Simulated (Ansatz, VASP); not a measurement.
Two plane-wave programs on B

File INCAR:

```
SYSTEM = B
  ALGO = Normal
  EDIFF = 1E-6
  EDIFFG = -0.04
  ENCUT = 600
  GGA = PE
  IBRION = 2
  ISIF = 3
  ISMEAR = 0
  LASPH = .True.
  LCHARG = .False.
  LREAL = .False.
  LWAVE = .False.
  NELM = 80
  NSW = 90
  PREC = Accurate
  SIGMA = 0.1
```

The input KPOINTS:

```
k-points
0
Gamma
  6 6 4
  0 0 0
```

File POSCAR:

```
B
1.0
    3.9505276063      0.0000000000      0.0000000000
   -1.9752638031      3.4212572654      0.0000000000
    0.0000000000      0.0000000000      3.8178708739
B
6
Direct
    0.0000000000      0.3333300000      0.7194000000
    0.0000000000      0.6666700000      0.2806000000
    0.3333300000      0.0000000000      0.3860666667
    0.3333300000      0.3333300000      0.6139333333
    0.6666700000      0.0000000000      0.9472666667
    0.6666700000      0.6666700000      0.0527333333
```

Input for Ansatz:

```yaml
crystal:
  lattice:
    - [3.9505276063, 0.0, 0.0]
    - [-1.9752638031, 3.4212572654, 0.0]
    - [0.0, 0.0, 3.8178708739]
  atoms:
    - { symbol: B, position: [0.0, 0.33333, 0.7194] }
    - { symbol: B, position: [0.0, 0.66667, 0.2806] }
    - { symbol: B, position: [0.33333, 0.0, 0.3860666667] }
    - { symbol: B, position: [0.33333, 0.33333, 0.6139333333] }
    - { symbol: B, position: [0.66667, 0.0, 0.9472666667] }
    - { symbol: B, position: [0.66667, 0.66667, 0.0527333333] }
basis:
  ecutwfc: 420
kpoints:
  mp_grid: { grid: [6, 6, 4] }
hamiltonian:
  xc: pbe
scf:
  occupations: { method: gaussian, width: 0.1 }
  lower_state_search: "off"
output:
  forces: true
  stress: true
  eigenvalues: true
relax:
  adjacent_minimum: "off"
  f_tol: 0.04
  max_steps: 70
  cell: { stress_tol: 0.4 }
```

Alike in both runs: task relaxation of cell and atoms; functional PBE; k mesh 6 × 6 × 4; occupations gaussian, width 0.1 eV; no spin polarisation.

|  | VASP | Ansatz |
| --- | --- | --- |
| version | VASP 6.6.1 | Ansatz 0.2.0 |
| potentials or method | VASP PAW PBE potentials, release 64 (B), cutoff 600 eV | scalar-relativistic, plane waves, PAW |
| valence electrons in the cell | 18 | 18 |

|  | VASP | Ansatz | Ansatz less VASP |
| --- | --- | --- | --- |
| gap on the k mesh at the Fermi level, each at its own relaxed structure (eV) | none | none | - |
| relaxed volume (Å³/atom) | 8.65 | 7.90 | -0.753 |
| relaxed cell length with the largest relative difference (Å) | 3.395 | 3.154 | -0.2416 |

A gap of «none» marks a metal or a gap that the smearing closes. One of these differences is far larger than is usual between the two programs; its cause wasn't traced.

The k mesh is coarse, so the values compare programs but aren't converged.
